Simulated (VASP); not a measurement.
# TiAl3 (I4/mmm) in VASP: further runs

The runs below take TiAl3 through single point, with PBEsol, r2SCAN.

All numbers are computed with VASP 6.6.1; they aren't measurements. Logs are shortened: lines on timing, memory, paths and dates and some standing lists are left out, and cuts for length are marked.

## (1) The cell of the first run

It takes space group I4/mmm (No. 139, tetragonal). Conventional cell: a = 3.873 Å, b = 3.873 Å, c = 8.674 Å, α = 90.00°, β = 90.00°, γ = 90.00°. Ti (site symmetry 4/mmm) has 12 Al at 2.74 to 2.91 Å within 3.6 Å. Within 3.6 Å of Al (site symmetry -4m2) lie 8 Al at 2.74 to 2.91 Å and 4 Ti at 2.91 Å. Al (site symmetry 4/mmm) has 4 Ti at 2.74 Å and 8 Al at 2.91 Å within 3.6 Å.

## (2) Single point, PBEsol

File INCAR:

```
PREC     = Accurate       # precision mode
ENCUT    = 520            # plane-wave cutoff, eV
EDIFF    = 1E-7           # SCF threshold, eV
ISMEAR   = -1             # smearing method
SIGMA    = 0.05           # smearing width, eV
LREAL    = F              # projectors in reciprocal space
LASPH    = T              # aspherical terms in the spheres
NELM     = 100            # most SCF steps
ALGO     = Normal         # electronic algorithm
ISIF     = 2              # what is computed and relaxed
LWAVE    = F              # write WAVECAR
LCHARG   = T              # write CHGCAR
GGA      = PS             # functional
LELF     = T              # ELF
LVHAR    = T            
NBANDS   = 18             # bands
```

File KPOINTS:

```
regular mesh
0
Gamma
  10 10 10
```

File POSCAR:

```
TiAl3
1.0
   -1.9362557970      1.9362557970      4.3369998440
    1.9362557970     -1.9362557970      4.3369998440
    1.9362557970      1.9362557970     -4.3369998440
Ti Al
1 3
Direct
    0.0000000000      0.0000000000      0.0000000000
    0.2500000000      0.7500000000      0.5000000000
    0.7500000000      0.2500000000      0.5000000000
    0.5000000000      0.5000000000      0.0000000000
```

Potentials or basis: VASP PAW PBE potentials, release 64 (Ti_sv, Al).

The run is started by

```sh
> cat potpaw_PBE.64/Ti_sv/POTCAR potpaw_PBE.64/Al/POTCAR > POTCAR
> mpirun -np 1 vasp_std > vasp.out
```

OUTCAR:

```text
PREC = Accurate
   ENCUT = 520
   EDIFF = 1E-7
   ISMEAR = -1
   LREAL = F
   LASPH = T
   NELM = 100
   ISIF = 2
   GGA = PS

 ion  position               nearest neighbor table
   1  0.000  0.000  0.000-   4 2.74   4 2.74   4 2.74   4 2.74   3 2.91   3 2.91   2 2.91   2 2.91
                             3 2.91   2 2.91   3 2.91   2 2.91
   2  0.250  0.750  0.500-   3 2.74   3 2.74   3 2.74   3 2.74   1 2.91   1 2.91   4 2.91   4 2.91
                             4 2.91   1 2.91   4 2.91   1 2.91
   3  0.750  0.250  0.500-   2 2.74   2 2.74   2 2.74   2 2.74   4 2.91   4 2.91   1 2.91   1 2.91
                             4 2.91   1 2.91   4 2.91   1 2.91
   4  0.500  0.500  0.000-   1 2.74   1 2.74   1 2.74   1 2.74   2 2.91   2 2.91   3 2.91   3 2.91
                             3 2.91   2 2.91   3 2.91   2 2.91

  LATTYP: Found a body centered tetragonal cell.
 ALAT       =     3.8725115940
 C/A-ratio  =     2.2398899209

  Lattice vectors:

 A1 = (  -1.9362557970,   1.9362557970,   4.3369998440)
 A2 = (   1.9362557970,  -1.9362557970,   4.3369998440)
 A3 = (   1.9362557970,   1.9362557970,  -4.3369998440)

Analysis of symmetry for initial positions (statically):
=====================================================================
 Subroutine PRICEL returns:
 Original cell was already a primitive cell.

 Routine SETGRP: Setting up the symmetry group for a
 body centered tetragonal supercell.

 Subroutine GETGRP returns: Found 16 space group operations
 (whereof 16 operations were pure point group operations)
 out of a pool of 16 trial point group operations.

The static configuration has the point symmetry D_4h.

Analysis of symmetry for dynamics (positions and initial velocities):
=====================================================================
 Subroutine PRICEL returns:
 Original cell was already a primitive cell.

 Routine SETGRP: Setting up the symmetry group for a
 body centered tetragonal supercell.

 Subroutine GETGRP returns: Found 16 space group operations
 (whereof 16 operations were pure point group operations)
 out of a pool of 16 trial point group operations.

The dynamic configuration has the point symmetry D_4h.

 Subroutine INISYM returns: Found 16 space group operations
 (whereof 16 operations are pure point group operations),
 and found     1 'primitive' translations

----------------------------------------------------------------------------------------

                                     Primitive cell

  volume of cell :      65.0392

  direct lattice vectors                    reciprocal lattice vectors
    -1.936255797  1.936255797  4.336999844     0.000000000  0.258230344  0.115287069
     1.936255797 -1.936255797  4.336999844     0.258230344  0.000000000  0.115287069
     1.936255797  1.936255797 -4.336999844     0.258230344  0.258230344  0.000000000

  length of vectors
     5.129107200  5.129107200  5.129107200     0.282796780  0.282796780  0.365192854

  position of ions in fractional coordinates (direct lattice)
     0.000000000  0.000000000  0.000000000
     0.250000000  0.750000000  0.500000000
     0.750000000  0.250000000  0.500000000
     0.500000000  0.500000000  0.000000000

  ion indices of the primitive-cell ions
   primitive index   ion index
                 1           1
                 2           2
                 3           3
                 4           4

----------------------------------------------------------------------------------------

 KPOINTS: regular mesh

Automatic generation of k-mesh.
 Grid dimensions read from file:
 generate k-points for:   10   10   10

 Generating k-lattice:

  Cartesian coordinates                     Fractional coordinates (reciprocal lattice)
     0.000000000  0.025823034  0.011528707     0.100000000  0.000000000  0.000000000
     0.025823034  0.000000000  0.011528707     0.000000000  0.100000000  0.000000000
     0.025823034  0.025823034  0.000000000     0.000000000  0.000000000  0.100000000

  Length of vectors
     0.028279678  0.028279678  0.036519285

  Shift w.r.t. Gamma in fractional coordinates (k-lattice)
     0.000000000  0.000000000  0.000000000

 Subroutine IBZKPT returns following result:
 ===========================================

 Found    102 irreducible k-points:

 Following reciprocal coordinates:
            Coordinates               Weight
  0.000000  0.000000  0.000000      1.000000
  0.100000 -0.000000  0.000000      8.000000
  0.200000 -0.000000  0.000000      8.000000
  0.300000  0.000000 -0.000000      8.000000
  0.400000 -0.000000  0.000000      8.000000
  0.500000  0.000000  0.000000      4.000000
[... 16 lines left out ...]
  0.300000  0.300000 -0.000000      8.000000
  0.400000  0.300000  0.000000     16.000000
 [... further k-points ...]
   k-points           NKPTS =    102   k-points in BZ     NKDIM =    102   number of bands    NBANDS=     18
   number of dos      NEDOS =    301   number of ions     NIONS =      4
[... 33 lines left out ...]
   IALGO  =     38    algorithm
   IMIX   =      4    mixing-type and parameters
     AMIX     =   0.40;   BMIX     =  1.00
     AMIX_MAG =   1.60;   BMIX_MAG =  1.00
  volume/ion in A,a.u.               =      16.26       109.73
  Fermi-wavevector in a.u.,A,eV,Ry     =   1.123112  2.122373 17.162117  1.261380
  Thomas-Fermi vector in A             =   2.259776
   LORBIT       =      0    0 simple, 1 ext, 2 COOP (PROOUT), +10 PAW based schemes
   GGA     = PS    functional components
   LHFCALC =     F    Hartree Fock is set to
   AEXX    =    0.0000 exact exchange contribution
   IVDW    =     0    specifies the selected vdW correction
   LEPSILON=     F    determine dielectric tensor
   LRPA    =     F    only Hartree local field effects (RPA)
 non-spin polarized calculation
  energy-cutoff  :      520.00
  volume of cell :       65.04
 maximum number of plane-waves:      1771
 NGX is ok and might be reduce to    40
   NGX = 19   NGY = 19   NGZ = 19

 number of electron      21.0000001 magnetization

 Free energy of the ion-electron system (eV)
  ---------------------------------------------------
  ext. energy  EPLUGINS =         0.00000000
  ---------------------------------------------------
  free energy    TOTEN  =       -22.19785108 eV

  energy without entropy =      -22.18388379  energy(sigma->0) =      -22.19086744

 E-fermi :   7.8897     XC(G=0): -10.7201

 val. band max:        7.8870248136   @ k =  -0.3000  -0.3000   0.2000
 cond. band min:       7.8941647980   @ k =   0.2000  -0.0000   0.0000
 fundamental gap:      0.0071399843
 Fermi energy:         7.8897014030

 k-point     1 :       0.0000    0.0000    0.0000
  band No.  band energies     occupation
      1     -48.4225      2.00000
      2     -24.8324      2.00000
      3     -24.8324      2.00000
      4     -24.7541      2.00000
      5      -2.0138      2.00000
      6       5.0644      2.00000
[... 10 lines left out ...]
     17      11.5593      0.00000
     18      11.5593      0.00000

 k-point     2 :       0.1000   -0.0000    0.0000
  band No.  band energies     occupation
      1     -48.4224      2.00000
      2     -24.8347      2.00000
      3     -24.8323      2.00000
      4     -24.7540      2.00000
      5      -1.8922      2.00000
      6       4.6232      2.00000
[... 10 lines left out ...]
     17      11.6032      0.00000
     18      12.2453      0.00000

 k-point     3 :       0.2000   -0.0000    0.0000
  band No.  band energies     occupation
      1     -48.4221      2.00000
      2     -24.8407      2.00000
      3     -24.8319      2.00000
      4     -24.7537      2.00000
      5      -1.5309      2.00000
      6       4.0711      2.00000
[... 10 lines left out ...]
     17      11.8873      0.00000
     18      13.3560      0.00000

 k-point     4 :       0.3000    0.0000   -0.0000
  band No.  band energies     occupation
      1     -48.4218      2.00000
      2     -24.8481      2.00000
      3     -24.8314      2.00000
      4     -24.7534      2.00000
      5      -0.9405      2.00000
      6       3.1806      2.00000
[... 375 lines left out ...]
      4     -24.7529      2.00000
      5      -1.2120      2.00000
      6       4.9334      2.00000
[... 10 lines left out ...]
     17      11.8672      0.00000
     18      13.6161      0.00000

 k-point    23 :       0.3000    0.3000   -0.0000
  band No.  band energies     occupation
      1     -48.4211      2.00000
      2     -24.8467      2.00000
      3     -24.8461      2.00000
      4     -24.7524      2.00000
      5       0.3846      2.00000
      6       2.8927      2.00000
[... 10 lines left out ...]
     17      13.2990      0.00000
     18      13.8325      0.00000

 k-point    24 :       0.4000    0.3000    0.0000
  band No.  band energies     occupation
      1     -48.4208      2.00000
      2     -24.8521      2.00000
      3     -24.8457      2.00000
      4     -24.7518      2.00000
      5       1.1911      2.00000
      6       2.2945      2.00000
[... 10 lines left out ...]
     17      12.5284      0.00000
     18      13.7450      0.00000

 [... further k-points ...]
[... 5 lines left out ...]
  --------------------------------------------------------------------------------------
  -------------------------------------------------------------------------------------
  Total       -1.7906045     -1.7906045     -1.7395834      0.0000000     -0.0000000      0.0000000
  in kB      -44.1098309    -44.1098309    -42.8529758      0.0000000     -0.0000000      0.0000000
  external PRESSURE =     -43.6908792 kB  Pullay stress =       0.0000000 kB

 VOLUME and BASIS-vectors are now :
 -----------------------------------------------------------------------------
  energy-cutoff  :      520.00
  volume of cell :       65.04
      direct lattice vectors                 reciprocal lattice vectors
    -1.936255797  1.936255797  4.336999844     0.000000000  0.258230344  0.115287069
     1.936255797 -1.936255797  4.336999844     0.258230344  0.000000000  0.115287069
     1.936255797  1.936255797 -4.336999844     0.258230344  0.258230344  0.000000000

 POSITION                                       TOTAL-FORCE (eV/Angst)
 -----------------------------------------------------------------------------------
      0.00000      0.00000      0.00000         0.000000     -0.000000      0.000000
      1.93626      0.00000      2.16850        -0.000000     -0.000000      0.000000
      0.00000      1.93626      2.16850        -0.000000      0.000000     -0.000000
      0.00000      0.00000      4.33700         0.000000     -0.000000      0.000000
 -----------------------------------------------------------------------------------
    total drift:                               -0.000000     -0.000000     -0.000000

  FREE ENERGIE OF THE ION-ELECTRON SYSTEM (eV)
  ---------------------------------------------------
  free  energy   TOTEN  =       -22.1978510832 eV

  energy  without entropy=      -22.1838837889  energy(sigma->0) =      -22.19086744
```

It took 5.8 min on 1 thread of Intel Xeon 8259CL, shared host; peak memory 0.28 GiB.

Results:

```
Free energy            : -22.1979 eV
Pressure               : -4.4 GPa
Band gap on the k mesh : zero (an odd number of electrons rules out a gap without spin polarisation)
```

Caveat: the cell stands under tension; the PAW data sets were made with another functional, which shifts forces and pressure a little.

## (3) Single point, r2SCAN

This run uses another cell than the first one, of 15.32 Å³/atom.

File POSCAR:

```
TiAl3
1.0
   -1.8982801649      1.8982801649      4.2519386083
    1.8982801649     -1.8982801649      4.2519386083
    1.8982801649      1.8982801649     -4.2519386083
Ti Al
1 3
Direct
    0.0000000000      0.0000000000      0.0000000000
    0.2500000000      0.7500000000      0.5000000000
    0.7500000000      0.2500000000      0.5000000000
    0.5000000000      0.5000000000      0.0000000000
```

File INCAR.step1:

```
SYSTEM = TiAl3
ALGO = Normal ; EDIFF = 1E-4
ENCUT = 520 ; GGA = PE
ISMEAR = -1 ; LASPH = .TRUE.
LCHARG = .FALSE. ; LREAL = .FALSE.
LWAVE = .TRUE. ; NBANDS = 18
NELM = 100 ; PREC = Accurate
SIGMA = 0.05
```

File INCAR.step2:

```
SYSTEM = TiAl3
ALGO = Normal ; EDIFF = 1E-6
ENCUT = 520 ; ISIF = 2
ISMEAR = -1 ; ISTART = 1
LASPH = .TRUE. ; LCHARG = .FALSE.
LMIXTAU = .TRUE. ; LREAL = .FALSE.
LWAVE = .FALSE. ; METAGGA = R2SCAN
NBANDS = 18 ; NELM = 100
PREC = Accurate ; SIGMA = 0.05
```

File KPOINTS:

```
k-points
0
G
  10 10 10
  0 0 0
```

Potentials or basis: VASP PAW PBE potentials, release 64 (Ti_sv, Al).

The run is started by

```sh
> cat potpaw_PBE.64/Ti_sv/POTCAR potpaw_PBE.64/Al/POTCAR > POTCAR
> cp INCAR.step1 INCAR
> mpirun -np 1 vasp_std > vasp.out
> cp INCAR.step2 INCAR
> mpirun -np 1 vasp_std > vasp.out
```

Run time: 18 min. Hardware: 1 thread of Intel Xeon 8259CL, shared host; peak memory 0.29 GiB.

The run converged. Its results:

- Free energy: -34.9045 eV
- Pressure: 2.4 GPa
- Band gap on the k mesh: zero (an odd number of electrons rules out a gap without spin polarisation)

Stress tensor (GPa, compression positive):
```
2.58 0.00 0.00
0.00 2.58 0.00
0.00 0.00 2.17
```

Levels at points of the mesh, in eV from the Fermi level:
```tsv
k point	band 8	band 9	band 10	band 11	band 12	band 13	band 14	band 15
(0.00, 0.00, 0.00)	-1.50	-1.33	-1.33	0.89	1.81	1.81	2.19	3.02
(0.50, 0.00, 0.00)	-3.14	-1.17	-0.27	0.58	2.13	2.20	2.99	3.35
(0.50, 0.50, 0.00)	-4.18	-3.03	-2.35	-1.08	2.01	2.31	2.81	3.07
(0.50, 0.50, 0.50)	-1.04	-1.04	-0.29	0.80	0.80	1.02	3.26	5.47
```

Caveat: the PAW data sets were made with another functional, which shifts forces and pressure a little.

## (4) Single point, r2SCAN

This run uses another cell than the first one, of 15.95 Å³/atom.

File POSCAR:

```
TiAl3
1.0
   -1.9237634764      1.9237634764      4.3090184209
    1.9237634764     -1.9237634764      4.3090184209
    1.9237634764      1.9237634764     -4.3090184209
Ti Al
1 3
Direct
    0.0000000000      0.0000000000      0.0000000000
    0.2500000000      0.7500000000      0.5000000000
    0.7500000000      0.2500000000      0.5000000000
    0.5000000000      0.5000000000      0.0000000000
```

File INCAR.step1:

```
PREC = Accurate
ENCUT = 520
ISMEAR = -1
SIGMA = 0.05
LREAL = F
LASPH = T
NELM = 60
NBANDS = 18
GGA = PE
ALGO = Normal
EDIFF = 1E-4
LWAVE = T
LCHARG = F
```

File INCAR.step2:

```
PREC = Accurate
ENCUT = 520
EDIFF = 1E-6
ISMEAR = -1
SIGMA = 0.05
LREAL = F
LASPH = T
NELM = 60
ALGO = Normal
ISIF = 2
LWAVE = F
LCHARG = F
METAGGA = R2SCAN
LMIXTAU = T
NBANDS = 18
ISTART = 1
```

File KPOINTS:

```
Automatic mesh
0
Gamma
  10 10 10
```

The run is started by

```sh
> cat potpaw_PBE.64/Ti_sv/POTCAR potpaw_PBE.64/Al/POTCAR > POTCAR
> cp INCAR.step1 INCAR
> mpirun -np 1 vasp_std > vasp.out
> cp INCAR.step2 INCAR
> mpirun -np 1 vasp_std > vasp.out
```

It took 15 min on 1 thread of Intel Xeon 8259CL, shared host; peak memory 0.3 GiB.

The run converged. Its results:

| Item | Value |
| --- | --- |
| Free energy | -34.9056 eV |
| Pressure | -2.2 GPa |
| Band gap on the k mesh | zero (an odd number of electrons rules out a gap without spin polarisation) |

Stress tensor (GPa, compression positive):
```
-2.12  0.00  0.00
 0.00 -2.12  0.00
 0.00  0.00 -2.30
```

Levels at points of the mesh, in eV from the Fermi level:
| k point | band 9 | band 10 | band 11 | band 12 | band 13 | band 14 |
| --- | --- | --- | --- | --- | --- | --- |
| (0.00, 0.00, 0.00) | -1.29 | -1.29 | 0.85 | 1.72 | 1.72 | 2.19 |
| (0.50, 0.00, 0.00) | -1.13 | -0.25 | 0.56 | 2.02 | 2.13 | 2.86 |
| (0.50, 0.50, 0.00) | -3.00 | -2.33 | -1.03 | 1.90 | 2.19 | 2.74 |
| (0.50, 0.50, 0.50) | -1.05 | -0.26 | 0.78 | 0.78 | 0.98 | 3.19 |

Caveat: the PAW data sets were made with another functional, which shifts forces and pressure a little.

## (5) Single point, r2SCAN

This run uses another cell than the first one, of 16.57 Å³/atom.

File POSCAR:

```
TiAl3
1.0
   -1.9485889690      1.9485889690      4.3646247916
    1.9485889690     -1.9485889690      4.3646247916
    1.9485889690      1.9485889690     -4.3646247916
Ti Al
1 3
Direct
    0.0000000000      0.0000000000      0.0000000000
    0.2500000000      0.7500000000      0.5000000000
    0.7500000000      0.2500000000      0.5000000000
    0.5000000000      0.5000000000      0.0000000000
```

File INCAR.step1:

```
SYSTEM = TiAl3
  PREC = Accurate
  ENCUT = 520
  ISMEAR = -1
  SIGMA = 0.05
  LREAL = .False.
  LASPH = .True.
  NELM = 60
  NBANDS = 18
  GGA = PE
  ALGO = Normal
  EDIFF = 1E-4
  LWAVE = .True.
  LCHARG = .False.
```

File INCAR.step2:

```
SYSTEM = TiAl3
  PREC = Accurate
  ENCUT = 520
  EDIFF = 1E-7
  ISMEAR = -1
  SIGMA = 0.05
  LREAL = .False.
  LASPH = .True.
  NELM = 60
  ALGO = Normal
  ISIF = 2
  LWAVE = .False.
  LCHARG = .True.
  METAGGA = R2SCAN
  LMIXTAU = .True.
  LELF = .True.
  LVHAR = .True.
  NBANDS = 18
  ISTART = 1
```

File KPOINTS:

```
regular mesh
0
Gamma
  10 10 10
  0 0 0
```

The run is started by

```sh
> cat potpaw_PBE.64/Ti_sv/POTCAR potpaw_PBE.64/Al/POTCAR > POTCAR
> cp INCAR.step1 INCAR
> mpirun -np 1 vasp_std > vasp.out
> cp INCAR.step2 INCAR
> mpirun -np 1 vasp_std > vasp.out
```

Wall time 17 min (1 thread of Intel Xeon 8259CL, shared host); peak memory 0.3 GiB.

It converged, with:

```
Free energy            : -34.8409 eV
Pressure               : -6.0 GPa
Band gap on the k mesh : zero (an odd number of electrons rules out a gap without spin polarisation)
```

Levels at points of the mesh, in eV from the Fermi level:
```
           k point  band 7  band 8  band 9  band 10  band 11  band 12  band 13  band 14  band 15  band 16
(0.00, 0.00, 0.00)   -2.80   -1.34   -1.25    -1.25     0.82     1.64     1.64     2.19     2.50     3.77
(0.50, 0.00, 0.00)   -3.74   -3.14   -1.10    -0.22     0.54     1.92     2.07     2.74     3.20     4.47
(0.50, 0.50, 0.00)   -4.47   -3.96   -2.96    -2.30    -0.98     1.80     2.09     2.68     2.80     3.20
(0.50, 0.50, 0.50)   -1.96   -1.06   -1.06    -0.24     0.76     0.76     0.93     3.12     4.78     6.18
```

Caveat: the cell stands under tension; the PAW data sets were made with another functional, which shifts forces and pressure a little.

## (6) Overview

```tsv
level	cell	gap on the mesh (eV)	pressure (GPa)
PBEsol	a = 5.129 Å, angles 135.6, 135.6, 64.5°, 4 atoms	none	-4.4
r2SCAN	a = 5.029 Å, angles 135.6, 135.6, 64.5°, 4 atoms	none	2.4
r2SCAN	a = 5.096 Å, angles 135.6, 135.6, 64.5°, 4 atoms	none	-2.2
r2SCAN	a = 5.162 Å, angles 135.6, 135.6, 64.5°, 4 atoms	none	-6.0
```

Alike in all rows: task single point; potentials or basis VASP PAW PBE potentials, release 64 (Ti_sv, Al); no spin polarisation; k mesh 10 × 10 × 10; cutoff (eV) 520; smearing fermi-dirac 0.05 eV.

Caveats: the PAW data sets were made with another functional, which shifts forces and pressure a little; the cell stands under tension (at least some runs).

Total energies depend on the potentials used, so only differences within one code and one set of settings carry meaning.

The gap in the log of VASP goes by the Fermi energy; the results here count the filled bands.